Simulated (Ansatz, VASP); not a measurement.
# CdSe: VASP beside Ansatz

File INCAR:

```
SYSTEM = CdSe
PREC = Accurate
ENCUT = 500
EDIFF = 1E-6
ISMEAR = -1
SIGMA = 0.05
LREAL = .FALSE.
LASPH = .TRUE.
NELM = 120
ALGO = Normal
ISIF = 2
LWAVE = .FALSE.
LCHARG = .FALSE.
GGA = PE
NBANDS = 16
GGA_COMPAT = .FALSE.
```

The input KPOINTS:

```
Automatic mesh
0
G
  8 8 8
  0 0 0
```

File POSCAR:

```
CdSe
1.0
    3.4842506466      0.0000000000      0.0000000000
    0.0000000000      3.4842506466      0.0000000000
    0.0000000000      0.0000000000      3.4842506466
Cd Se
1 1
Direct
    0.5000000000      0.5000000000      0.5000000000
    0.0000000000      0.0000000000      0.0000000000
```

input.yaml

```yaml
crystal:
  lattice:
    - [3.4842506466, 0.0, 0.0]
    - [0.0, 3.4842506466, 0.0]
    - [0.0, 0.0, 3.4842506466]
  atoms:
    - { symbol: Cd, position: [0.5, 0.5, 0.5] }
    - { symbol: Se, position: [0.0, 0.0, 0.0] }
hamiltonian:
  xc: pbe
  pseudopotentials: { kind: paw, azcp: { folder: soft_1 } }
kpoints:
  mp_grid: { grid: [8, 8, 8] }
scf:
  occupations: { method: fermi_dirac, width: 0.05 }
output:
  forces: true
  stress: true
  eigenvalues: true
```

Alike in both runs: task single point; functional PBE; k mesh 8 × 8 × 8; occupations fermi-dirac, width 0.05 eV; no spin polarisation.

|  | VASP | Ansatz |
| --- | --- | --- |
| version | VASP 6.6.1 | Ansatz 0.2.0 |
| potentials or method | VASP PAW PBE potentials, release 64 (Cd, Se) | Ansatz PAW soft_1 |
| plane-wave cutoff (eV) | 500 | 420 |
| valence electrons in the cell | 18 | 36 |

Ansatz gave:

```
gap on the k mesh at the Fermi level (eV) : none
pressure (GPa)                            : 4.1
```

What did VASP give for the same quantities?

gap on the k mesh at the Fermi level (eV): none; pressure (GPa): 4.5.

A gap of «none» marks a metal or a gap that the smearing closes. VASP's potentials hold 18 valence electrons a cell and Ansatz's 36, so a difference there can come from the potentials and not from the codes.
